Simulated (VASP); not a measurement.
InP, 2 atoms in the cell. Symmetry: Fm-3m, No. 225, cubic system. The conventional cell has a = 5.538 Å, b = 5.538 Å, c = 5.538 Å, α = 90.00°, β = 90.00°, γ = 90.00°. In (site symmetry m-3m) has 6 P at 2.77 Å within 3.6 Å. P (site symmetry m-3m) has 6 In at 2.77 Å within 3.6 Å. 

```yaml
Program: VASP 6.6.1
Task: single point
Functional: PBEsol
Potentials_or_basis: VASP PAW PBE potentials, release 64 (In_d, P)
Cutoff: 520 eV
k_mesh: 6 × 6 × 6
Occupations: fermi-dirac, width 0.05 eV
Spin: non-collinear spin, zero start, spin-orbit coupling
Starting_moments: "[[0.0, 0.0, 0.0], [0.0, 0.0, 0.0]] μB"
Dipole_correction: no
Further_INCAR_settings: ALGO = Normal; EDIFF = 1e-07; NBANDS = 30
```

Potentials or basis: VASP PAW PBE potentials, release 64 (In_d, P).

Command:

```bash
$ cat potpaw_PBE.64/In_d/POTCAR potpaw_PBE.64/P/POTCAR > POTCAR
$ mpirun -np 1 vasp_ncl > vasp.out
```

Hardware: 1 thread of Intel Xeon 8259CL, on a shared host.

Problem. How long does it take, and how much memory?

Solution. Wall time 100 s on 1 thread of Intel Xeon 8259CL, on a shared host, peak memory 0.25 GiB. Counts: scf iterations 13, k points 16.
